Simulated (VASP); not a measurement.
## CuO: single point with PBE

CuO:

```
CELL_PARAMETERS angstrom
2.34185 -1.71130 0.00000
2.34185 1.71130 0.00000
-0.85003 0.00000 5.05787
ATOMIC_POSITIONS crystal
Cu 0.50000 0.00000 0.50000
Cu 0.00000 0.50000 0.00000
O 0.41840 0.58160 0.75000
O 0.58160 0.41840 0.25000
```

```json
{
 "Program": "VASP 6.6.1",
 "Task": "single point",
 "Functional": "PBE",
 "Potentials or basis": "VASP PAW PBE potentials, release 64 (Cu, O)",
 "Cutoff": "520 eV",
 "k mesh": "10 × 10 × 5",
 "Occupations": "gaussian, width 0.018 eV",
 "Spin": "no spin polarisation",
 "Dipole correction": "no",
 "Further INCAR settings": "ALGO = Normal; EDIFF = 1e-06; NBANDS = 25"
}
```

```json
{
 "Pressure": "6.4 GPa",
 "Largest force": "0.218 eV/Å",
 "Band gap on the k mesh": "zero (bands 17 and 18 overlap by 0.60 eV)"
}
```

Forces on the atoms (eV/Å):
```
Cu   0.000  0.000  0.000
Cu   0.000  0.000  0.000
O    0.000 -0.218  0.000
O    0.000  0.218  0.000
```

Stress tensor (GPa, compression positive):
```
 6.37  0.00 -1.36
 0.00  7.26  0.00
-1.36  0.00  5.66
```

Levels at points of the mesh, in eV from the Fermi level:
| k point | band 13 | band 14 | band 15 | band 16 | band 17 | band 18 | band 19 | band 20 | band 21 | band 22 |
| --- | --- | --- | --- | --- | --- | --- | --- | --- | --- | --- |
| (0.00, 0.00, 0.00) | -2.39 | -2.22 | -2.16 | -1.66 | 0.22 | 0.95 | 1.73 | 6.06 | 8.18 | 13.40 |
| (0.50, 0.00, 0.00) | -2.05 | -1.60 | -1.51 | -1.41 | 0.01 | 0.26 | 4.89 | 6.34 | 6.98 | 11.14 |
| (0.50, 0.50, 0.00) | -2.14 | -2.13 | -1.67 | -1.22 | -0.66 | 1.08 | 3.37 | 7.13 | 8.54 | 10.06 |

It took 82 s on 1 thread of AMD EPYC 9R45 96-Core Processor (Zen 5), on a shared host, peak memory 0.22 GiB.

Caveat: the cell stands under pressure; semilocal functionals often make such compounds metallic where correlation or magnetic order opens a gap, which also shifts bond lengths. With open d or f shells a metallic result of PBE can be an artefact of self-interaction; +U or a hybrid may open a gap.
